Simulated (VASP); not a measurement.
Crystal: H.

```
CELL_PARAMETERS angstrom
-1.69153 1.69153 2.05847
1.69153 -1.69153 2.05847
1.69153 1.69153 -2.05847
ATOMIC_POSITIONS crystal
H 0.90986 0.90986 0.00000
H 0.09014 0.09014 0.00000
```

| Item | Value |
| --- | --- |
| Program | VASP 6.6.1 |
| Task | relaxation of cell and atoms |
| Functional | PBEsol |
| Potentials or basis | VASP PAW PBE potentials, release 64 (H) |
| Cutoff | 600 eV |
| k mesh | 10 × 10 × 10 |
| Occupations | gaussian, width 0.01 eV |
| Spin | no spin polarisation |

At the start: pressure 1.1 GPa; volume 11.78 Å³/atom.

Task: Where does the relaxation end?

Result: Over 14 steps the energy falls by 2.7 meV/atom and the volume is 12.55 Å³/atom (+6.6 %); space group I4/mmm (No. 139, to 0.05 Å).

The path:
```
step  energy change (eV)  largest force (eV/Å)  pressure (GPa)  volume (Å³)
   1              0.0000                0.5976            1.08        23.56
   2              0.0309                1.3888           -2.47        23.83
   3             -0.0051                0.0163            0.04        23.63
   4             -0.0051                0.0041            0.07        23.63
   5             -0.0051                0.0071            0.09        23.63
   6             -0.0051                0.0062            0.09        23.64
   7             -0.0051                0.0051            0.07        23.69
   8             -0.0051                0.0015            0.06        23.78
   9             -0.0052                0.0054            0.04        23.95
  10             -0.0053                0.0185            0.00        24.31
  11             -0.0053                0.0410           -0.07        25.04
  12             -0.0054                0.0294           -0.04        25.06
  13             -0.0054                0.0130            0.01        25.12
  14             -0.0054                0.0003           -0.01        25.11
```

Final structure:
```
CELL_PARAMETERS angstrom
-1.72155 1.72155 2.11770
1.72155 -1.72155 2.11770
1.72155 1.72155 -2.11770
ATOMIC_POSITIONS crystal
H 0.91036 0.91036 0.00000
H 0.08964 0.08964 0.00000
```

Caveat: the PAW data sets were made with another functional, which shifts forces and pressure a little.
